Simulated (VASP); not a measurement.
# KF in VASP: notebook

KF is run at these levels: PBE; tasks: single point.

All numbers are computed with VASP 6.6.1; they aren't measurements. Logs are shortened: lines on timing, memory, paths and dates and some standing lists are left out, and cuts for length are marked.

### 1 The cell of the first run

The structure is tetragonal, space group I4/mmm (No. 139). The conventional cell has a = 3.760 Å, b = 3.760 Å, c = 5.291 Å, α = 90.00°, β = 90.00°, γ = 90.00°. Within 3.5 Å of K (site symmetry 4/mmm) lie 6 F at 2.65 to 2.66 Å. F (site symmetry 4/mmm) has 6 K at 2.65 to 2.66 Å within 3.5 Å.

### 2 Single point, PBE (uniaxial z strain -0.5%)

Input file INCAR:

```
ALGO = Normal
EDIFF = 1E-7
ENCUT = 520
GGA = PE
ISIF = 2
ISMEAR = 0
LASPH = T
LCHARG = F
LREAL = F
LWAVE = F
NBANDS = 15
NELM = 60
PREC = Accurate
SIGMA = 0.01
```

Input file KPOINTS:

```
k-points
0
Gamma
  4 4 4
```

Input file POSCAR:

```
KF
1.0
    0.0000000000      2.6589605711      2.6456657682
    2.6589605711      0.0000000000      2.6456657682
    2.6589605711      2.6589605711      0.0000000000
K F
1 1
Direct
    0.0000000000      0.0000000000      0.0000000000
    0.5000000000      0.5000000000      0.5000000000
```

Potentials or basis: VASP PAW PBE potentials, release 64 (K_sv, F).

Command:

```console
cat potpaw_PBE.64/K_sv/POTCAR potpaw_PBE.64/F/POTCAR > POTCAR
mpirun -np 1 vasp_std > vasp.out
```

OUTCAR:

```text
EDIFF = 1E-7
   ENCUT = 520
   GGA = PE
   ISIF = 2
   ISMEAR = 0
   LASPH = T
   LREAL = F
   NELM = 60
   PREC = Accurate

 ion  position               nearest neighbor table
   1  0.000  0.000  0.000-   2 2.65   2 2.65   2 2.66   2 2.66   2 2.66   2 2.66
   2  0.500  0.500  0.500-   1 2.65   1 2.65   1 2.66   1 2.66   1 2.66   1 2.66

  LATTYP: Found a body centered tetragonal cell.
 ALAT       =     3.7603381015
 C/A-ratio  =     1.4071424945

  Lattice vectors:

 A1 = (   0.0000000000,  -2.6589605711,  -2.6456657682)
 A2 = (   0.0000000000,   2.6589605711,  -2.6456657682)
 A3 = (   2.6589605711,   0.0000000000,   2.6456657682)

Analysis of symmetry for initial positions (statically):
=====================================================================
 Subroutine PRICEL returns:
 Original cell was already a primitive cell.

 Routine SETGRP: Setting up the symmetry group for a
 body centered tetragonal supercell.

 Subroutine GETGRP returns: Found 16 space group operations
 (whereof 16 operations were pure point group operations)
 out of a pool of 16 trial point group operations.

The static configuration has the point symmetry D_4h.

Analysis of symmetry for dynamics (positions and initial velocities):
=====================================================================
 Subroutine PRICEL returns:
 Original cell was already a primitive cell.

 Routine SETGRP: Setting up the symmetry group for a
 body centered tetragonal supercell.

 Subroutine GETGRP returns: Found 16 space group operations
 (whereof 16 operations were pure point group operations)
 out of a pool of 16 trial point group operations.

The dynamic configuration has the point symmetry D_4h.

 Subroutine INISYM returns: Found 16 space group operations
 (whereof 16 operations are pure point group operations),
 and found     1 'primitive' translations

----------------------------------------------------------------------------------------

                                     Primitive cell

  volume of cell :      37.4101

  direct lattice vectors                    reciprocal lattice vectors
     0.000000000  2.658960571  2.645665768    -0.188043405  0.188043405  0.188988347
     2.658960571  0.000000000  2.645665768     0.188043405 -0.188043405  0.188988347
     2.658960571  2.658960571  0.000000000     0.188043405  0.188043405 -0.188988347

  length of vectors
     3.750949037  3.750949037  3.760338101     0.326247206  0.326247206  0.326247206

  position of ions in fractional coordinates (direct lattice)
     0.000000000  0.000000000  0.000000000
     0.500000000  0.500000000  0.500000000

  ion indices of the primitive-cell ions
   primitive index   ion index
                 1           1
                 2           2

----------------------------------------------------------------------------------------

 KPOINTS: k-points

Automatic generation of k-mesh.
 Grid dimensions read from file:
 generate k-points for:    4    4    4

 Generating k-lattice:

  Cartesian coordinates                     Fractional coordinates (reciprocal lattice)
    -0.047010851  0.047010851  0.047247087     0.250000000  0.000000000  0.000000000
     0.047010851 -0.047010851  0.047247087     0.000000000  0.250000000  0.000000000
     0.047010851  0.047010851 -0.047247087     0.000000000  0.000000000  0.250000000

  Length of vectors
     0.081561802  0.081561802  0.081561802

  Shift w.r.t. Gamma in fractional coordinates (k-lattice)
     0.000000000  0.000000000  0.000000000

 Subroutine IBZKPT returns following result:
 ===========================================

 Found     13 irreducible k-points:

 Following reciprocal coordinates:
            Coordinates               Weight
  0.000000  0.000000  0.000000      1.000000
  0.250000  0.000000  0.000000      8.000000
  0.500000  0.000000  0.000000      4.000000
  0.250000  0.250000  0.000000      2.000000
  0.500000  0.250000  0.000000      8.000000
 -0.250000  0.250000  0.000000      4.000000
  0.500000  0.500000  0.000000      1.000000
  0.250000  0.000000  0.250000      4.000000
  0.500000  0.000000  0.250000     16.000000
 -0.250000  0.000000  0.250000      8.000000
 -0.250000  0.500000  0.250000      4.000000
  0.500000  0.000000  0.500000      2.000000
 -0.250000  0.250000  0.500000      2.000000
   k-points           NKPTS =     13   k-points in BZ     NKDIM =     13   number of bands    NBANDS=     15
   number of dos      NEDOS =    301   number of ions     NIONS =      2
   total plane-waves  NPLWV =  21952
   dimension x,y,z NGX =    28 NGY =   28 NGZ =   28
   dimension x,y,z NGXF=    56 NGYF=   56 NGZF=   56
   ions per type =               1   1
   NGX,Y,Z   is equivalent  to a cutoff of  12.41, 12.41, 12.38 a.u.
   NGXF,Y,Z  is equivalent  to a cutoff of  24.82, 24.82, 24.76 a.u.
 SYSTEM =  unknown system
   PREC   = accura    normal or accurate (medium, high low for compatibility)
   ISTART =      0    job   : 0-new  1-cont  2-samecut
   ICHARG =      2    charge: 1-file 2-atom 10-const
   ISPIN  =      1    spin polarized calculation?
   LNONCOLLINEAR =      F non collinear calculations
   LSORBIT =      F    spin-orbit coupling
   LASPH  =      T    aspherical Exc in radial PAW
   ENCUT  =  520.0 eV  38.22 Ry    6.18 a.u.   6.97  6.97  6.99*2*pi/ulx,y,z
   NELM   =     60;   NELMIN=  2; NELMDL= -5     # of ELM steps
   EDIFF  = 0.1E-06   stopping-criterion for ELM
   LREAL  =      F    real-space projection
   EDIFFG = 0.1E-05   stopping-criterion for IOM
   NSW    =      0    number of steps for IOM
   IBRION =     -1    ionic relax: 0-MD 1-quasi-New 2-CG
   NFREE  =      0    steps in history (QN), initial steepest desc. (CG)
   ISIF   =      2    stress and relaxation
   ISYM   =      2    0-nonsym 1-usesym 2-fastsym
   POTIM  = 0.5000    time-step for ionic-motion
   TEBEG  =    0.0;   TEEND  =   0.0 temperature during run
   PSTRESS=    0.0 pullay stress
   NELECT =      16.0000    total number of electrons
   NUPDOWN=      -1.0000    fix difference up-down
   EMIN   =  10.00;   EMAX   =-10.00  energy-range for DOS
   EFERMI =   0.00;   METHOD = LEGACY
   ISMEAR =     0;   SIGMA  =   0.01  broadening in eV -4-tet -1-fermi 0-gaus
   EFERMI_NEDOS =   21; number of points for ismear=-14 and -15
   IALGO  =     38    algorithm
   IMIX   =      4    mixing-type and parameters
     AMIX     =   0.40;   BMIX     =  1.00
     AMIX_MAG =   1.60;   BMIX_MAG =  1.00
  volume/ion in A,a.u.               =      18.71       126.23
  Fermi-wavevector in a.u.,A,eV,Ry     =   1.233442  2.330867 20.699605  1.521378
  Thomas-Fermi vector in A             =   2.368172
   LORBIT       =      0    0 simple, 1 ext, 2 COOP (PROOUT), +10 PAW based schemes
   GGA     = PE    functional components
   LHFCALC =     F    Hartree Fock is set to
   AEXX    =    0.0000 exact exchange contribution
   IVDW    =     0    specifies the selected vdW correction
   LEPSILON=     F    determine dielectric tensor
   LRPA    =     F    only Hartree local field effects (RPA)
 non-spin polarized calculation
 Gauss-broadening in eV      SIGMA  =   0.01
  energy-cutoff  :      520.00
  volume of cell :       37.41
 maximum number of plane-waves:      1028
   NGX = 13   NGY = 13   NGZ = 13

 number of electron      16.0000012 magnetization

 Free energy of the ion-electron system (eV)
  ---------------------------------------------------
  ext. energy  EPLUGINS =         0.00000000
  ---------------------------------------------------
  free energy    TOTEN  =        -8.28081321 eV

  energy without entropy =       -8.28081321  energy(sigma->0) =       -8.28081321

 E-fermi :  -2.7017     XC(G=0):  -8.4926

 val. band max:       -2.7457483482   @ k =   0.0000   0.0000   0.0000
 cond. band min:       3.5177182118   @ k =   0.0000   0.0000   0.0000
 fundamental gap:      6.2634665600
 Fermi energy:        -2.7016775956

 k-point     1 :       0.0000    0.0000    0.0000
  band No.  band energies     occupation
      1     -28.8354      2.00000
      2     -21.4179      2.00000
      3     -12.0714      2.00000
      4     -12.0714      2.00000
      5     -12.0704      2.00000
      6      -2.7539      2.00000
      7      -2.7539      2.00000
      8      -2.7457      2.00000
      9       3.5177      0.00000
     10       7.9724      0.00000
     11       7.9724      0.00000
     12       8.0015      0.00000
     13       9.6550      0.00000
     14       9.7053      0.00000
     15      14.3187      0.00000

 k-point     2 :       0.2500    0.0000    0.0000
  band No.  band energies     occupation
      1     -28.7839      2.00000
      2     -21.4668      2.00000
      3     -12.2152      2.00000
      4     -12.0920      2.00000
      5     -12.0883      2.00000
      6      -3.2004      2.00000
      7      -2.9378      2.00000
      8      -2.9357      2.00000
      9       5.0508      0.00000
     10       7.4007      0.00000
     11       8.7175      0.00000
     12       8.7365      0.00000
     13      10.2700      0.00000
     14      10.3143      0.00000
     15      16.1037      0.00000

 k-point     3 :       0.5000    0.0000    0.0000
  band No.  band energies     occupation
      1     -28.7313      2.00000
      2     -21.5166      2.00000
      3     -12.3564      2.00000
      4     -12.1120      2.00000
      5     -12.1055      2.00000
      6      -3.5654      2.00000
      7      -3.1149      2.00000
      8      -3.1137      2.00000
      9       6.3989      0.00000
     10       8.0016      0.00000
     11       9.3979      0.00000
     12       9.4297      0.00000
     13      11.6747      0.00000
     14      11.6832      0.00000
     15      13.6047      0.00000
[... 145 lines left out ...]
 k-point    12 :       0.5000    0.0000    0.5000
  band No.  band energies     occupation
      1     -28.7097      2.00000
      2     -21.4390      2.00000
      3     -12.6635      2.00000
      4     -12.2959      2.00000
      5     -12.2905      2.00000
      6      -2.9581      2.00000
      7      -2.8069      2.00000
      8      -2.7975      2.00000
      9       5.4714      0.00000
     10       7.6604      0.00000
     11       9.2028      0.00000
     12      10.9661      0.00000
     13      11.5775      0.00000
     14      11.6181      0.00000
     15      13.2919      0.00000

 k-point    13 :      -0.2500    0.2500    0.5000
  band No.  band energies     occupation
      1     -28.7064      2.00000
      2     -21.4675      2.00000
      3     -12.4795      2.00000
      4     -12.4795      2.00000
      5     -12.1565      2.00000
      6      -3.1741      2.00000
      7      -2.9147      2.00000
      8      -2.9147      2.00000
      9       7.0567      0.00000
     10       7.0567      0.00000
     11       8.5478      0.00000
     12      10.8456      0.00000
     13      11.5873      0.00000
     14      12.3313      0.00000
     15      13.5689      0.00000

------------------------ aborting loop because EDIFF is reached ----------------------------------------

  FORCE on cell =-STRESS in cart. coord.  units (eV):
  Direction    XX          YY          ZZ          XY          YZ          ZX
  --------------------------------------------------------------------------------------
  -------------------------------------------------------------------------------------
  Total        0.4784651      0.4784651      0.5572718      0.0000000     -0.0000000     -0.0000000
  in kB       20.4914190     20.4914190     23.8665086      0.0000000     -0.0000000     -0.0000000
  external PRESSURE =      21.6164489 kB  Pullay stress =       0.0000000 kB

 VOLUME and BASIS-vectors are now :
 -----------------------------------------------------------------------------
  energy-cutoff  :      520.00
  volume of cell :       37.41
      direct lattice vectors                 reciprocal lattice vectors
     0.000000000  2.658960571  2.645665768    -0.188043405  0.188043405  0.188988347
     2.658960571  0.000000000  2.645665768     0.188043405 -0.188043405  0.188988347
     2.658960571  2.658960571  0.000000000     0.188043405  0.188043405 -0.188988347

 POSITION                                       TOTAL-FORCE (eV/Angst)
 -----------------------------------------------------------------------------------
      0.00000      0.00000      0.00000         0.000000      0.000000      0.000000
      2.65896      2.65896      2.64567        -0.000000     -0.000000      0.000000
 -----------------------------------------------------------------------------------
    total drift:                                0.000000      0.000000      0.000000

  FREE ENERGIE OF THE ION-ELECTRON SYSTEM (eV)
  ---------------------------------------------------
  free  energy   TOTEN  =        -8.2808132123 eV

  energy  without entropy=       -8.2808132123  energy(sigma->0) =       -8.28081321
```

It took 13 s on 1 thread of AMD EPYC 7R13, shared host; peak memory 0.12 GiB.

What came out:

```yaml
Free_energy: -8.2808 eV
Pressure: 2.2 GPa
Band_gap_on_the_k_mesh: 6.26 eV
```

Stress tensor (GPa, compression positive):
```
2.05 0.00 0.00
0.00 2.05 0.00
0.00 0.00 2.39
```

Caveat: the k points lie up to 0.51 Å⁻¹ apart; the cell differs from its parent crystal (uniaxial z strain -0.5%).

### 3 Single point, PBE (shear xy strain -2.5%)

Input file INCAR:

```
SYSTEM = KF
PREC = Accurate ; ENCUT = 520
EDIFF = 1E-6 ; ISMEAR = 0
SIGMA = 0.01 ; LREAL = .False.
LASPH = .True. ; NELM = 80
ALGO = Normal ; ISIF = 2
LWAVE = .False. ; LCHARG = .True.
GGA = PE ; LELF = .True.
LVHAR = .True. ; NBANDS = 15
```

Input file KPOINTS:

```
regular mesh
0
Gamma
  4 4 4
  0 0 0
```

Input file POSCAR:

```
KF
1.0
   -0.0332370071      2.6589605711      2.6589605711
    2.6589605711     -0.0332370071      2.6589605711
    2.6257235639      2.6257235639      0.0000000000
K F
1 1
Direct
    0.0000000000      0.0000000000      0.0000000000
    0.5000000000      0.5000000000      0.5000000000
```

Potentials or basis: VASP PAW PBE potentials, release 64 (K_sv, F).

Command:

```console
cat potpaw_PBE.64/K_sv/POTCAR potpaw_PBE.64/F/POTCAR > POTCAR
mpirun -np 1 vasp_std > vasp.out
```

It took 15 s on 1 thread of AMD EPYC 7R13, shared host; peak memory 0.13 GiB.

The run converged. Its results:

```yaml
Free_energy: -8.2826 eV
Pressure: 2.0 GPa
Band_gap_on_the_k_mesh: 6.23 eV
```

Stress tensor (GPa, compression positive):
```
1.96 0.32 0.00
0.32 1.96 0.00
0.00 0.00 1.95
```

Levels at points of the mesh, in eV from the valence-band top:
```csv
k point,band 6,band 7,band 8,band 9,band 10,band 11
"(0.00, 0.00, 0.00)",-0.02,-0.01,0.00,6.23,10.58,10.70
"(0.50, 0.00, 0.00)",-0.82,-0.37,-0.34,9.08,10.67,12.02
"(0.50, 0.50, 0.00)",-0.22,-0.08,-0.05,8.20,10.37,11.91
"(0.00, 0.00, 0.50)",-0.82,-0.40,-0.37,9.14,10.74,12.06
"(0.50, 0.00, 0.50)",-0.22,-0.07,-0.07,8.20,10.37,11.92
```

Caveat: the k points lie up to 0.52 Å⁻¹ apart; the cell differs from its parent crystal (shear xy strain -2.5%).
